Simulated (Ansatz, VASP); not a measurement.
## Two plane-wave programs on Na

```xyz
1
Lattice="-2.0269 2.0269 2.0269 2.0269 -2.0269 2.0269 2.0269 2.0269 -2.0269" Properties=species:S:1:pos:R:3 pbc="T T T"
Na    0.0000    0.0000    0.0000
```

Alike in both runs: task relaxation of cell and atoms; functional LDA; k mesh 14 × 14 × 14; occupations fermi-dirac, width 0.15 eV; no spin polarisation.

|  | VASP | Ansatz |
| --- | --- | --- |
| version | VASP 6.6.1 | Ansatz 0.2.0 |
| potentials or method | VASP PAW LDA potentials, release 64 (Na_pv), cutoff 600 eV | scalar-relativistic, plane waves, PAW |
| valence electrons in the cell | 7 | 9 |

|  | VASP | Ansatz | Ansatz less VASP |
| --- | --- | --- | --- |
| gap on the k mesh at the Fermi level, each at its own relaxed structure (eV) | none | none | - |
| relaxed volume (Å³/atom) | 33.33 | 33.43 | +0.104 |
| relaxed cell length with the largest relative difference (Å) | 3.511 | 3.515 | +0.0036 |

Ansatz warns that its potentials were made for another functional, while VASP's fit it. LDA's correlation is that of Perdew and Zunger in VASP and of Perdew and Wang (1992) in Ansatz. A gap of «none» marks a metal or a gap that the smearing closes. VASP's potentials hold 7 valence electrons a cell and Ansatz's 9, so a difference there can come from the potentials and not from the codes.
